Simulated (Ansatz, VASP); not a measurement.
One calculation of Ir, two programs

```
CELL_PARAMETERS angstrom
1.33527 -4.87359 0.00000
1.33527 4.87359 0.00000
0.00000 0.00000 4.56795
ATOMIC_POSITIONS crystal
Ir 0.12814 0.87186 0.00000
Ir 0.62814 0.37186 0.50000
Ir 0.87186 0.12814 0.00000
Ir 0.37186 0.62814 0.50000
```

Alike in both runs: functional PBEsol; k mesh 6 × 6 × 4; occupations gaussian, width 0.1 eV; no spin polarisation.

Ansatz relaxed the structure, and its values are those at the end. VASP's run is a single point on that final structure, the one shown.

```csv
,VASP,Ansatz
version,VASP 6.6.1,Ansatz 0.2.0
potentials or method,"VASP PAW PBE potentials, release 64 (Ir), cutoff 520 eV","scalar-relativistic, plane waves, PAW"
valence electrons in the cell,36,68
```

|  | VASP | Ansatz | Ansatz less VASP |
| --- | --- | --- | --- |
| gap on the k mesh at the Fermi level (eV) | none | none | - |
| pressure (GPa) | 0.7 | 0.0 | -0.71 |
| rms of the force components (eV/Å) | 0.011 | 0.001 | -0.0095 |

VASP's potentials were made for PBE, not for PBEsol. A gap of «none» marks a metal or a gap that the smearing closes. VASP's potentials hold 36 valence electrons a cell and Ansatz's 68, so a difference there can come from the potentials and not from the codes.

The k mesh is coarse, so the values compare programs but aren't converged. Neither program's run includes spin-orbit coupling.
